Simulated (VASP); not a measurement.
# C (I4/mmm) in VASP: notebook, part 2 of 2

VASP 6.6.1.

## (3) Single point, r2SCAN (strain +0.030 along x and y, +0.000 along z)

POSCAR reads:

```
C
1.0
   -2.5019821499      2.5019821499      2.4291088834
    2.5019821499     -2.5019821499      2.4291088834
    2.5019821499      2.5019821499     -2.4291088834
C
8
Direct
    0.3254551632      0.0000000000      0.0000000000
    0.6745448368      0.6745448368      0.6745448368
    0.0000000000      0.3254551632      0.0000000000
    0.0000000000      0.0000000000      0.3254551632
    0.0000000000      0.6745448368      0.0000000000
    0.3254551632      0.3254551632      0.3254551632
    0.6745448368      0.0000000000      0.0000000000
    0.0000000000      0.0000000000      0.6745448368
```

INCAR.step1 reads:

```
PREC     = Accurate       # precision mode
ENCUT    = 520            # plane-wave cutoff, eV
ISMEAR   = 0              # smearing method
SIGMA    = 0.05           # smearing width, eV
LREAL    = F              # projectors in reciprocal space
LASPH    = T              # aspherical terms in the spheres
NELM     = 60             # most SCF steps
NBANDS   = 26             # bands
GGA      = PE             # functional
ALGO     = Normal         # electronic algorithm
EDIFF    = 1E-4           # SCF threshold, eV
LWAVE    = T              # write WAVECAR
LCHARG   = F              # write CHGCAR
```

INCAR.step2 reads:

```
PREC     = Accurate       # precision mode
ENCUT    = 520            # plane-wave cutoff, eV
EDIFF    = 1E-6           # SCF threshold, eV
ISMEAR   = 0              # smearing method
SIGMA    = 0.05           # smearing width, eV
LREAL    = F              # projectors in reciprocal space
LASPH    = T              # aspherical terms in the spheres
NELM     = 60             # most SCF steps
ALGO     = Normal         # electronic algorithm
ISIF     = 2              # what is computed and relaxed
LWAVE    = F              # write WAVECAR
LCHARG   = F              # write CHGCAR
METAGGA  = R2SCAN         # meta-GGA
LMIXTAU  = T            
NBANDS   = 26             # bands
ISTART   = 1
```

KPOINTS reads:

```
regular mesh
0
Gamma
  8 8 8
```

Potentials or basis: VASP PAW PBE potentials, release 64 (C).

The run is started by

```sh
cat potpaw_PBE.64/C/POTCAR > POTCAR
cp INCAR.step1 INCAR
mpirun -np 1 vasp_std > vasp.out
cp INCAR.step2 INCAR
mpirun -np 1 vasp_std > vasp.out
```

OUTCAR:

```text
PREC = Accurate
   ENCUT = 520
   EDIFF = 1E-6
   ISMEAR = 0
   LREAL = F
   LASPH = T
   NELM = 60
   ISIF = 2
   METAGGA = R2SCAN
   ISTART = 1

 ion  position               nearest neighbor table
   1  0.325  0.000  0.000-   7 1.50   5 1.58   6 1.63   8 1.63
   2  0.675  0.675  0.675-   6 1.50   8 1.58   7 1.63   5 1.63
   3  0.000  0.325  0.000-   5 1.50   7 1.58   6 1.63   8 1.63
   4  0.000  0.000  0.325-   8 1.50   6 1.58   7 1.63   5 1.63
   5  0.000  0.675  0.000-   3 1.50   1 1.58   2 1.63   4 1.63
   6  0.325  0.325  0.325-   2 1.50   4 1.58   3 1.63   1 1.63
   7  0.675  0.000  0.000-   1 1.50   3 1.58   2 1.63   4 1.63
   8  0.000  0.000  0.675-   4 1.50   2 1.58   3 1.63   1 1.63

  LATTYP: Found a body centered tetragonal cell.
 ALAT       =     5.0039642998
 C/A-ratio  =     0.9708737864

  Lattice vectors:

 A1 = (  -2.5019821499,   2.5019821499,   2.4291088834)
 A2 = (   2.5019821499,  -2.5019821499,   2.4291088834)
 A3 = (   2.5019821499,   2.5019821499,  -2.4291088834)

Analysis of symmetry for initial positions (statically):
=====================================================================
 Subroutine PRICEL returns:
 Original cell was already a primitive cell.

 Routine SETGRP: Setting up the symmetry group for a
 body centered tetragonal supercell.

 Subroutine GETGRP returns: Found 16 space group operations
 (whereof 16 operations were pure point group operations)
 out of a pool of 16 trial point group operations.

The static configuration has the point symmetry D_4h.

Analysis of symmetry for dynamics (positions and initial velocities):
=====================================================================
 Subroutine PRICEL returns:
 Original cell was already a primitive cell.

 Routine SETGRP: Setting up the symmetry group for a
 body centered tetragonal supercell.

[... 138 lines left out ...]
  Fermi-wavevector in a.u.,A,eV,Ry     =   1.321599  2.497460 23.764260  1.746624
  Thomas-Fermi vector in A             =   2.451341
   LORBIT       =      0    0 simple, 1 ext, 2 COOP (PROOUT), +10 PAW based schemes
   METAGGA = R2SCAN    functional components
   LHFCALC =     F    Hartree Fock is set to
   AEXX    =    0.0000 exact exchange contribution
   IVDW    =     0    specifies the selected vdW correction
   LEPSILON=     F    determine dielectric tensor
   LRPA    =     F    only Hartree local field effects (RPA)
 non-spin polarized calculation
 Gauss-broadening in eV      SIGMA  =   0.05
  energy-cutoff  :      520.00
  volume of cell :       60.82
 maximum number of plane-waves:      1657
   NGX = 15   NGY = 15   NGZ = 15

 number of electron      31.9999995 magnetization

 Free energy of the ion-electron system (eV)
  ---------------------------------------------------
  ext. energy  EPLUGINS =         0.00000000
  ---------------------------------------------------
  free energy    TOTEN  =       -72.77906176 eV

  energy without entropy =      -72.77906176  energy(sigma->0) =      -72.77906176

 E-fermi :   6.4143     XC(G=0): -12.1621

 val. band max:        6.1810929796   @ k =   0.5000   0.5000   0.5000
 cond. band min:       8.9071422589   @ k =   0.1250   0.1250   0.1250
 fundamental gap:      2.7260492793
 Fermi energy:         6.4142967381

 k-point     1 :       0.0000    0.0000    0.0000
  band No.  band energies     occupation
      1     -15.3989      2.00000
      2      -7.4164      2.00000
      3      -7.4164      2.00000
      4      -6.8313      2.00000
      5      -6.8071      2.00000
      6      -6.3770      2.00000
[... 685 lines left out ...]
     25      17.5082      0.00000
     26      17.9626      0.00000

 [... further k-points ...]

------------------------ aborting loop because EDIFF is reached ----------------------------------------

  FORCE on cell =-STRESS in cart. coord.  units (eV):
  Direction    XX          YY          ZZ          XY          YZ          ZX
  --------------------------------------------------------------------------------------
  -------------------------------------------------------------------------------------
  Total       -8.1325668     -8.1325668     -2.4301528      0.0000000     -0.0000000      0.0000000
  in kB     -214.2213911   -214.2213911    -64.0130875      0.0000000     -0.0000000      0.0000000
  external PRESSURE =    -164.1519566 kB  Pullay stress =       0.0000000 kB

 VOLUME and BASIS-vectors are now :
 -----------------------------------------------------------------------------
  energy-cutoff  :      520.00
  volume of cell :       60.82
      direct lattice vectors                 reciprocal lattice vectors
    -2.501982150  2.501982150  2.429108883     0.000000000  0.199841554  0.205836800
     2.501982150 -2.501982150  2.429108883     0.199841554  0.000000000  0.205836800
     2.501982150  2.501982150 -2.429108883     0.199841554  0.199841554  0.000000000

 POSITION                                       TOTAL-FORCE (eV/Angst)
 -----------------------------------------------------------------------------------
     -0.81428      0.81428      0.79057         0.316333     -0.316333      0.294165
      1.68770      1.68770      1.63854         0.316333      0.316333     -0.294165
      0.81428     -0.81428      0.79057        -0.316333      0.316333      0.294165
      0.81428      0.81428     -0.79057        -0.316333     -0.316333     -0.294165
      1.68770     -1.68770      1.63854         0.316333     -0.316333     -0.294165
      0.81428      0.81428      0.79057        -0.316333     -0.316333      0.294165
     -1.68770      1.68770      1.63854        -0.316333      0.316333     -0.294165
      1.68770      1.68770     -1.63854         0.316333      0.316333      0.294165
 -----------------------------------------------------------------------------------
    total drift:                               -0.000000     -0.000000      0.000000

  FREE ENERGIE OF THE ION-ELECTRON SYSTEM (eV)
  ---------------------------------------------------
  free  energy   TOTEN  =       -72.7790617585 eV

  energy  without entropy=      -72.7790617585  energy(sigma->0) =      -72.77906176
```

Wall time 2.1 min (1 thread of Intel Xeon 6975P-C (Granite Rapids), shared host); peak memory 0.21 GiB.

Results:

```
Free energy            : -72.7791 eV
Pressure               : -16.4 GPa
Largest force          : 0.535 eV/Å
Band gap on the k mesh : 2.73 eV (least direct gap 3.71 eV)
```

Forces in eV/Å, atoms in the order of the input:
```
C    0.316 -0.316  0.294
C    0.316  0.316 -0.294
C   -0.316  0.316  0.294
C   -0.316 -0.316 -0.294
C    0.316 -0.316 -0.294
C   -0.316 -0.316  0.294
C   -0.316  0.316 -0.294
C    0.316  0.316  0.294
```

Levels at points of the mesh, in eV from the valence-band top:
```
           k point  band 14  band 15  band 16  band 17  band 18  band 19
(0.00, 0.00, 0.00)    -0.93    -0.49    -0.49     3.35     3.35     4.57
(0.50, 0.00, 0.00)    -3.39    -2.44    -2.43     3.82     4.84     5.80
(0.50, 0.50, 0.00)    -3.06    -2.76    -2.29     3.63     5.58     5.88
(0.50, 0.50, 0.50)    -0.40    -0.40     0.00     3.80     5.24     5.86
```

Caveat: the cell differs from its parent crystal (strain +0.030 along x and y, +0.000 along z); the stress differs along the axes, from -21 to -6 GPa; the PAW data sets were made with another functional, which shifts forces and pressure a little. A k mesh can miss the band edges.
